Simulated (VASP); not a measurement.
SrCl2, 3 atoms in the cell. The typed cell holds 3 atoms: a = 4.916 Å, b = 4.916 Å, c = 4.916 Å, α = 59.96°, β = 59.96°, γ = 59.96°. 

| Quantity | Value |
| --- | --- |
| Program | VASP 6.6.1 |
| Task | single point |
| Functional | r2SCAN |
| Potentials or basis | VASP PAW PBE potentials, release 64 (Sr_sv, Cl) |
| Cutoff | 550 eV |
| k mesh | 4 × 4 × 4 |
| Occupations | gaussian, width 0.01 eV |
| Spin | no spin polarisation |
| Dipole correction | no |
| Further INCAR settings | ALGO = Normal; EDIFF = 1e-06; NBANDS = 19; ISYM = 0 |

Potentials or basis: VASP PAW PBE potentials, release 64 (Sr_sv, Cl).

Run with:

```bash
$ cat potpaw_PBE.64/Sr_sv/POTCAR potpaw_PBE.64/Cl/POTCAR > POTCAR
$ cp INCAR.step1 INCAR
$ mpirun -np 1 vasp_std > vasp.out
$ cp INCAR.step2 INCAR
$ mpirun -np 1 vasp_std > vasp.out
```

Hardware: 1 thread of Intel Xeon 8259CL (shared host).

Question: How long does it take, and how much memory?

Answer: Wall time 7 min on 1 thread of Intel Xeon 8259CL, with other jobs on the host, peak memory 0.28 GiB. Counts: k points 36.
